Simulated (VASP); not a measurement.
Runs of VASP 6.6.1 on AlNi3. The typed cell holds 4 atoms: a = 3.967 Å, b = 3.965 Å, c = 3.981 Å, α = 59.99°, β = 59.81°, γ = 59.86°. 

| k mesh | gap on the mesh (eV) | pressure (GPa) | largest force (eV/Å) |
| --- | --- | --- | --- |
| 2 × 2 × 2 | none | 9.0 | 3.17 |
| 4 × 4 × 4 | none | 8.7 | 3.76 |
| 1 × 1 × 1 | none | 10.0 | 2.29 |
| 6 × 6 × 6 | none | (a) | 3.81 |

Alike in all rows: task single point; level r2SCAN; potentials or basis VASP PAW PBE potentials, release 64 (Al, Ni); no spin polarisation; cell as given; cutoff (eV) 660; smearing gaussian 0.1 eV.

Task: Estimate the missing entries.

Result: (a) 8.8.

Caveats: some runs use coarse meshes; the PAW data sets were made with another functional, which shifts forces and pressure a little; the cell stands under pressure (at least some runs).

A gap of «none» marks levels without a gap at the run's occupations.
